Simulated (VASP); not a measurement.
# CrC5 (P6/mmm) in VASP: relaxation of cell and atoms with PBE

Aim: the relaxation of cell and atoms of CrC5 with PBE.

Program: VASP 6.6.1. These are calculated values, not measurements. Logs are shortened: lines on timing, memory, paths and dates and some standing lists are left out, and cuts for length are marked.

## (1) The cell of the first run

It takes space group P6/mmm (No. 191, hexagonal). The conventional cell has a = 2.799 Å, b = 2.799 Å, c = 19.103 Å, α = 90.00°, β = 90.00°, γ = 120.00°. Within 3.3 Å of Cr (site symmetry 6mm) lie 12 C at 2.52 to 2.53 Å and 6 Cr at 2.80 Å. C (site symmetry 3m) has 3 C at 1.62 Å within 2.2 Å. C (site symmetry 3m) has 3 C at 1.62 Å within 2.2 Å. C (site symmetry -6m2) has 3 C at 1.62 Å within 2.2 Å.

## (2) Relaxation of cell and atoms, PBE, collinear spin, ferromagnetic start

Input file INCAR:

```
PREC = Accurate ; ENCUT = 600
EDIFF = 1E-6 ; ISMEAR = 0
SIGMA = 0.2 ; LREAL = F
LASPH = T ; NELM = 150
ALGO = Normal ; ISIF = 3
LWAVE = F ; LCHARG = F
ISPIN = 2 ; MAGMOM = 3 3 0 0 0 0 0 0 0 0 0 0
LORBIT = 11 ; LMAXMIX = 4
GGA = PE ; IBRION = 2
NSW = 36 ; EDIFFG = -0.08
```

Input file KPOINTS:

```
Automatic mesh
0
Gamma
  7 7 1
```

Input file POSCAR:

```
CrC5
1.0
    2.7988663100      0.0000000000      0.0000000000
   -1.3994331600      2.4238893300      0.0000000000
    0.0000000000      0.0000000000     19.1033732300
Cr C
2 10
Direct
    0.0000000000      0.0000000000      0.8980000000
    0.0000000000      0.0000000000      0.1020000000
    0.6666666700      0.3333333300      0.4010000000
    0.3333333300      0.6666666700      0.4010000000
    0.3333333300      0.6666666700      0.5990000000
    0.6666666700      0.3333333300      0.5990000000
    0.3333333300      0.6666666700      0.7965000000
    0.6666666700      0.3333333300      0.7965000000
    0.3333333300      0.6666666700      0.0000000000
    0.6666666700      0.3333333300      0.0000000000
    0.6666666700      0.3333333300      0.2035000000
    0.3333333300      0.6666666700      0.2035000000
```

Potentials or basis: VASP PAW PBE potentials, release 64 (Cr_pv, C).

Command:

```bash
$ cat potpaw_PBE.64/Cr_pv/POTCAR potpaw_PBE.64/C/POTCAR > POTCAR
$ mpirun -np 1 vasp_std > vasp.out
```

OUTCAR:

```text
PREC = Accurate
   ENCUT = 600
   EDIFF = 1E-6
   ISMEAR = 0
   LREAL = F
   LASPH = T
   NELM = 150
   ISIF = 3
   ISPIN = 2
   LORBIT = 11
   GGA = PE
   IBRION = 2
   NSW = 36
   EDIFFG = -0.08

 ion  position               nearest neighbor table
   1  0.000  0.000  0.898-   7 2.52   8 2.52   8 2.52   7 2.52   8 2.52   7 2.52   9 2.53  10 2.53
                            10 2.53   9 2.53   9 2.53  10 2.53
   2  0.000  0.000  0.102-  11 2.52  12 2.52  11 2.52  12 2.52  11 2.52  12 2.52   9 2.53  10 2.53
                             9 2.53  10 2.53  10 2.53   9 2.53
   3  0.667  0.333  0.401-   4 1.62   4 1.62   4 1.62
   4  0.333  0.667  0.401-   3 1.62   3 1.62   3 1.62
   5  0.333  0.667  0.599-   6 1.62   6 1.62   6 1.62
   6  0.667  0.333  0.599-   5 1.62   5 1.62   5 1.62
   7  0.333  0.667  0.797-   8 1.62   8 1.62   8 1.62   1 2.52   1 2.52   1 2.52
   8  0.667  0.333  0.797-   7 1.62   7 1.62   7 1.62   1 2.52   1 2.52   1 2.52
   9  0.333  0.667  0.000-  10 1.62  10 1.62  10 1.62   1 2.53   2 2.53   2 2.53   1 2.53   2 2.53
                             1 2.53
  10  0.667  0.333  0.000-   9 1.62   9 1.62   9 1.62   1 2.53   2 2.53   1 2.53   2 2.53   1 2.53
                             2 2.53
  11  0.667  0.333  0.203-  12 1.62  12 1.62  12 1.62   2 2.52   2 2.52   2 2.52
  12  0.333  0.667  0.203-  11 1.62  11 1.62  11 1.62   2 2.52   2 2.52   2 2.52

  LATTYP: Found a hexagonal cell.
 ALAT       =     2.7988663100
 C/A-ratio  =     6.8253968265

  Lattice vectors:

 A1 = (   2.7988663100,   0.0000000000,   0.0000000000)
 A2 = (  -1.3994331600,   2.4238893300,   0.0000000000)
 A3 = (   0.0000000000,   0.0000000000,  19.1033732300)

Analysis of symmetry for initial positions (statically):
=====================================================================
 Subroutine PRICEL returns:
 Original cell was already a primitive cell.

 Routine SETGRP: Setting up the symmetry group for a
 hexagonal supercell.

 Subroutine GETGRP returns: Found 24 space group operations
 (whereof 24 operations were pure point group operations)
 out of a pool of 24 trial point group operations.

The static configuration has the point symmetry D_6h.

Analysis of symmetry for dynamics (positions and initial velocities):
=====================================================================
 Subroutine PRICEL returns:
 Original cell was already a primitive cell.

 Routine SETGRP: Setting up the symmetry group for a
 hexagonal supercell.

 Subroutine GETGRP returns: Found 24 space group operations
 (whereof 24 operations were pure point group operations)
 out of a pool of 24 trial point group operations.

The dynamic configuration has the point symmetry D_6h.

Analysis of structural, dynamic, and magnetic symmetry:
=====================================================================
 Subroutine PRICEL returns:
 Original cell was already a primitive cell.

 Routine SETGRP: Setting up the symmetry group for a
 hexagonal supercell.

 Subroutine GETGRP returns: Found 24 space group operations
 (whereof 24 operations were pure point group operations)
 out of a pool of 24 trial point group operations.

The overall configuration has the point symmetry D_6h.

 Subroutine INISYM returns: Found 24 space group operations
 (whereof 24 operations are pure point group operations),
 and found     1 'primitive' translations

----------------------------------------------------------------------------------------

                                     Primitive cell

  volume of cell :     129.6000

  direct lattice vectors                    reciprocal lattice vectors
     2.798866310  0.000000000  0.000000000     0.357287519  0.206280046  0.000000000
    -1.399433160  2.423889330  0.000000000     0.000000000  0.412560090  0.000000000
     0.000000000  0.000000000 19.103373230     0.000000000  0.000000000  0.052346776

  length of vectors
     2.798866310  2.798866316 19.103373230     0.412560091  0.412560090  0.052346776

  position of ions in fractional coordinates (direct lattice)
     0.000000000  0.000000000  0.898000000
     0.000000000  0.000000000  0.102000000
[... 73 lines left out ...]
   ICHARG =      2    charge: 1-file 2-atom 10-const
   ISPIN  =      2    spin polarized calculation?
   LNONCOLLINEAR =      F non collinear calculations
   LSORBIT =      F    spin-orbit coupling
   LASPH  =      T    aspherical Exc in radial PAW
   ENCUT  =  600.0 eV  44.10 Ry    6.64 a.u.   5.59  5.59 38.15*2*pi/ulx,y,z
   NELM   =    150;   NELMIN=  2; NELMDL= -5     # of ELM steps
   EDIFF  = 0.1E-05   stopping-criterion for ELM
   LREAL  =      F    real-space projection
   EDIFFG = -.8E-01   stopping-criterion for IOM
   NSW    =     36    number of steps for IOM
   IBRION =      2    ionic relax: 0-MD 1-quasi-New 2-CG
   NFREE  =      1    steps in history (QN), initial steepest desc. (CG)
   ISIF   =      3    stress and relaxation
   ISYM   =      2    0-nonsym 1-usesym 2-fastsym
   POTIM  = 0.5000    time-step for ionic-motion
   TEBEG  =    0.0;   TEEND  =   0.0 temperature during run
   PSTRESS=    0.0 pullay stress
   NELECT =      64.0000    total number of electrons
   NUPDOWN=      -1.0000    fix difference up-down
   EMIN   =  10.00;   EMAX   =-10.00  energy-range for DOS
   EFERMI =   0.00;   METHOD = LEGACY
   ISMEAR =     0;   SIGMA  =   0.20  broadening in eV -4-tet -1-fermi 0-gaus
   EFERMI_NEDOS =   21; number of points for ismear=-14 and -15
   IALGO  =     38    algorithm
   IMIX   =      4    mixing-type and parameters
     AMIX     =   0.40;   BMIX     =  1.00
     AMIX_MAG =   1.60;   BMIX_MAG =  1.00
  volume/ion in A,a.u.               =      10.80        72.88
  Fermi-wavevector in a.u.,A,eV,Ry     =   1.293997  2.445299 22.781967  1.674427
  Thomas-Fermi vector in A             =   2.425607
   LORBIT       =     11    0 simple, 1 ext, 2 COOP (PROOUT), +10 PAW based schemes
   GGA     = PE    functional components
   LHFCALC =     F    Hartree Fock is set to
   AEXX    =    0.0000 exact exchange contribution
   IVDW    =     0    specifies the selected vdW correction
   LEPSILON=     F    determine dielectric tensor
   LRPA    =     F    only Hartree local field effects (RPA)
 conjugate gradient relaxation of ions
 spin polarized calculation
 Gauss-broadening in eV      SIGMA  =   0.20
  energy-cutoff  :      600.00
  volume of cell :      129.60
 maximum number of plane-waves:      4373
 NGX is ok and might be reduce to    24
   NGX = 11   NGY = 11   NGZ = 77

--------------------------------------- Ionic step        1  -------------------------------------------

 number of electron      63.9999994 magnetization       5.0540731

 Free energy of the ion-electron system (eV)
  ---------------------------------------------------
  ext. energy  EPLUGINS =         0.00000000
  ---------------------------------------------------
  free energy    TOTEN  =       -99.08972640 eV

  energy without entropy =      -99.02244524  energy(sigma->0) =      -99.05608582

------------------------ aborting loop because EDIFF is reached ----------------------------------------

  FORCE on cell =-STRESS in cart. coord.  units (eV):
  Direction    XX          YY          ZZ          XY          YZ          ZX
  --------------------------------------------------------------------------------------
  -------------------------------------------------------------------------------------
  Total      -53.6527462    -53.6527464     -2.1598727      0.0000001      0.0000000      0.0000000
  in kB     -663.2809686   -663.2809706    -26.7013819      0.0000014      0.0000000      0.0000000
  external PRESSURE =    -451.0877737 kB  Pullay stress =       0.0000000 kB
[... 35 lines left out ...]
 number of electron      64.0000000 magnetization       0.0012797

 number of electron      64.0000000 magnetization      -0.0002994

 E-fermi :  11.1341     XC(G=0): -12.3208

 val. band max:       11.0654824053   @ k =   0.2857   0.2857   0.0000
 cond. band min:      11.2316540380   @ k =   0.1429   0.1429   0.0000
 fundamental gap:      0.1661716328
 Fermi energy:        11.1341128242

 spin component 1

 k-point     1 :       0.0000    0.0000    0.0000
  band No.  band energies     occupation
      1     -32.5916      1.00000
      2     -32.5743      1.00000
      3     -30.8856      1.00000
      4     -30.8856      1.00000
      5     -30.8854      1.00000
      6     -30.8854      1.00000
[... 799 lines left out ...]
  FREE ENERGIE OF THE ION-ELECTRON SYSTEM (eV)
  ---------------------------------------------------
  free  energy   TOTEN  =      -105.2947901082 eV

  energy  without entropy=     -105.2056610867  energy(sigma->0) =     -105.25022560

[... ionic steps 4 to 9 ...]

--------------------------------------- Ionic step       10  -------------------------------------------

 number of electron      64.0000006 magnetization      -0.0000023

------------------------ aborting loop because EDIFF is reached ----------------------------------------
[... 87 lines left out ...]
--------------------------------------- Ionic step       12  -------------------------------------------

 number of electron      64.0000006 magnetization      -0.0000010

 Free energy of the ion-electron system (eV)
  ---------------------------------------------------
  ext. energy  EPLUGINS =         0.00000000
  ---------------------------------------------------
  free energy    TOTEN  =      -105.93182300 eV

  energy without entropy =     -105.85788811  energy(sigma->0) =     -105.89485555

 E-fermi :   7.0915     XC(G=0): -10.7722

 val. band max:        6.9956015385   @ k =   0.1429   0.0000   0.0000
 cond. band min:       7.2009069323   @ k =   0.2857   0.1429   0.0000
 fundamental gap:      0.2053053938
 Fermi energy:         7.0915401567

 spin component 1

 k-point     1 :       0.0000    0.0000    0.0000
  band No.  band energies     occupation
      1     -36.2386      1.00000
      2     -36.2377      1.00000
      3     -35.6131      1.00000
      4     -35.6131      1.00000
      5     -35.6131      1.00000
      6     -35.6131      1.00000
[... 751 lines left out ...]
  FREE ENERGIE OF THE ION-ELECTRON SYSTEM (eV)
  ---------------------------------------------------
  free  energy   TOTEN  =      -105.9318229981 eV

  energy  without entropy=     -105.8578881113  energy(sigma->0) =     -105.89485555

 reached required accuracy - stopping structural energy minimisation

 total charge

# of ion       s       p       d       tot
------------------------------------------
    1        0.327   6.294   4.392  11.012
    2        0.327   6.294   4.392  11.012
    3        0.851   1.747   0.000   2.599
    4        0.851   1.747   0.000   2.599
    5        0.851   1.747   0.000   2.599
    6        0.851   1.747   0.000   2.599
    7        0.843   1.778   0.000   2.621
    8        0.843   1.778   0.000   2.621
    9        0.851   1.746   0.000   2.597
   10        0.851   1.746   0.000   2.597
   11        0.843   1.778   0.000   2.621
   12        0.843   1.778   0.000   2.621
--------------------------------------------------
tot          9.133  30.178   8.783  48.095

 magnetization (x)

# of ion       s       p       d       tot
------------------------------------------
    1       -0.000  -0.000  -0.000  -0.000
    2       -0.000  -0.000  -0.000  -0.000
    3       -0.000  -0.000   0.000  -0.000
    4       -0.000  -0.000   0.000  -0.000
    5       -0.000  -0.000   0.000  -0.000
    6       -0.000  -0.000   0.000  -0.000
    7        0.000   0.000   0.000   0.000
    8        0.000   0.000   0.000   0.000
    9        0.000   0.000   0.000   0.000
   10        0.000   0.000   0.000   0.000
   11        0.000   0.000   0.000   0.000
   12        0.000   0.000   0.000   0.000
--------------------------------------------------
tot         -0.000   0.000  -0.000  -0.000
```

It took 18 min on 1 thread of Intel Xeon 6975P-C (Granite Rapids), shared host; peak memory 0.41 GiB.

Results:

- Free energy: -105.9318 eV
- Relaxed volume: 9.33 Å³/atom
- Relaxed cell: a = 2.500 Å, b = 2.500 Å, c = 20.688 Å, α = 90.00°, β = 90.00°, γ = 120.00°
- Space group after relaxing (to 0.05 Å): P6/mmm (No. 191)
- Energy gained by relaxing: 570.2 meV/atom
- Ionic steps: 12
- Pressure after relaxing: -0.1 GPa
- Largest force after relaxing: 0.037 eV/Å
- Band gap on the k mesh: zero (filled and empty bands overlap)
- Net moment: 0.00 μB per cell
- Valence electrons inside the program's atomic spheres: Cr 11.01; C 2.60, 2.62

Forces on the atoms (eV/Å):
```
Cr   0.000  0.000 -0.016
Cr   0.000  0.000  0.016
C    0.000  0.000 -0.005
C    0.000  0.000 -0.005
C    0.000  0.000  0.005
C    0.000  0.000  0.005
C    0.000  0.000 -0.037
C    0.000  0.000 -0.037
C    0.000  0.000  0.000
C    0.000  0.000  0.000
C    0.000  0.000  0.037
C    0.000  0.000  0.037
```

Step by step:
```csv
step,energy change (eV),largest force (eV/Å),pressure (GPa),volume (Å³)
1,0.0000,0.6770,-45.11,129.60
2,9.5216,1.2263,191.26,79.03
3,-6.2051,1.4395,-6.91,106.57
4,-6.3371,1.4139,0.28,104.48
5,-6.3530,1.3963,3.99,103.46
6,-6.6396,0.6525,4.24,105.56
7,-6.7827,0.1450,5.66,108.34
8,-6.7885,0.1557,6.09,108.94
9,-6.6464,0.0648,-11.12,116.90
10,-6.8352,0.0798,-0.18,111.53
11,-6.8352,0.0816,-0.03,111.47
12,-6.8421,0.0373,-0.05,112.02
```

Final structure:
```
CELL_PARAMETERS angstrom
2.50046 0.00000 0.00000
-1.25023 2.16546 0.00000
0.00000 0.00000 20.68816
ATOMIC_POSITIONS crystal
Cr 0.00000 0.00000 0.88838
Cr 0.00000 0.00000 0.11162
C 0.66667 0.33333 0.40085
C 0.33333 0.66667 0.40085
C 0.33333 0.66667 0.59915
C 0.66667 0.33333 0.59915
C 0.33333 0.66667 0.79579
C 0.66667 0.33333 0.79579
C 0.33333 0.66667 0.00000
C 0.66667 0.33333 0.00000
C 0.66667 0.33333 0.20421
C 0.33333 0.66667 0.20421
```

Caveat: the k points lie up to 0.41 Å⁻¹ apart in the final cell; the starting moments collapsed, and a magnetic state may lie lower; this functional lacks dispersion, which binds the layers, so the pressure and a relaxed spacing across them are unreliable; the relaxation stopped at a loose force limit of 0.08 eV/Å, so its end isn't a converged minimum.
